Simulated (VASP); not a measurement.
A run of VASP 6.6.1:

File INCAR:

```
ALGO = Normal
EDIFF = 1E-7
ENCUT = 520
ISIF = 2
ISMEAR = 0
LASPH = T
LCHARG = F
LREAL = F
LWAVE = F
NBANDS = 21
NELM = 100
PREC = Accurate
SIGMA = 0.02
```

Contents of KPOINTS:

```
k-points
0
Gamma
  9 9 9
```

File POSCAR:

```
InRh
1.0
    3.1960000000      0.0000000000      0.0000000000
    0.0000000000      3.1960000000      0.0000000000
    0.0000000000      0.0000000000      3.1960000000
In Rh
1 1
Direct
    0.5000000000      0.5000000000      0.5000000000
    0.0000000000      0.0000000000      0.0000000000
```

Potentials or basis: VASP PAW LDA potentials, release 64 (In_d, Rh_pv).

Command:

```bash
$ cat potpaw_LDA.64/In_d/POTCAR potpaw_LDA.64/Rh_pv/POTCAR > POTCAR
$ mpirun -np 1 vasp_std > vasp.out
```

Hardware: 1 thread of Intel(R) Xeon(R) Platinum 8488C (Sapphire Rapids), on a shared host.

Question: How long does it take, and how much memory?

Answer: Run time: 11 s on 1 thread of Intel(R) Xeon(R) Platinum 8488C (Sapphire Rapids), with other jobs on the host, peak memory 0.13 GiB. Counts: scf iterations 12, k points 35.
